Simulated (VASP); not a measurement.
Write the native input for VASP 6.6.1 that does the following.

- Task: relaxation of cell and atoms
- Functional: PBE
- Potentials or basis: VASP PAW PBE potentials, release 64 (Sc_sv, Al, N)
- Cutoff: 600 eV
- k mesh: 12 × 12 × 8
- Occupations: gaussian, width 0.1 eV
- Spin: no spin polarisation
- Dipole correction: no
- Further INCAR settings: ALGO = Normal; EDIFF = 1e-06; IBRION = 2; EDIFFG = -0.01; NSW = 100; ISIF = 3

The structure of ScAlN2 lies in POSCAR:

```
ScAlN2
1.0
    3.6042855885      0.0000000000      0.0000000000
   -1.8021427943      3.1214028822      0.0000000000
    0.0000000000      0.0000000000      5.5760190188
Sc Al N
1 1 2
Direct
    0.0000000000      0.0000000000      0.0000000000
    0.0000000000      0.0000000000      0.5000000000
    0.3333333333      0.6666666667      0.5000000000
    0.6666666667      0.3333333333      0.5000000000
```

The cell was built from a structure type or drawn by symmetry, and may not be a known phase.

One way to write it, as run:

INCAR

```
ALGO = Normal
EDIFF = 1E-6
EDIFFG = -0.01
ENCUT = 600
GGA = PE
IBRION = 2
ISIF = 3
ISMEAR = 0
LASPH = T
LCHARG = F
LREAL = F
LWAVE = F
NELM = 80
NSW = 100
PREC = Accurate
SIGMA = 0.1
```

KPOINTS

```
k-points
0
Gamma
  12 12 8
```

Potentials or basis: VASP PAW PBE potentials, release 64 (Sc_sv, Al, N).

The run is started by

```bash
$ cat potpaw_PBE.64/Sc_sv/POTCAR potpaw_PBE.64/Al/POTCAR potpaw_PBE.64/N/POTCAR > POTCAR
$ mpirun -np 1 vasp_std > vasp.out
```

It gave:

- Relaxed volume: 15.64 Å³/atom
- Relaxed cell: a = 3.601 Å, b = 3.601 Å, c = 5.572 Å, α = 90.00°, β = 90.00°, γ = 120.00°
- Space group after relaxing (to 0.1 Å): P6/mmm (No. 191)
- Energy gained by relaxing: 0.0 meV/atom
- Ionic steps: 3
- Pressure after relaxing: 0.0 GPa
- Band gap on the k mesh: zero (bands 12 and 13 overlap by 1.12 eV)

Run time: 2.5 min on 1 thread of AMD EPYC 9R45 96-Core Processor (Zen 5), with other jobs on the host, peak memory 0.27 GiB.
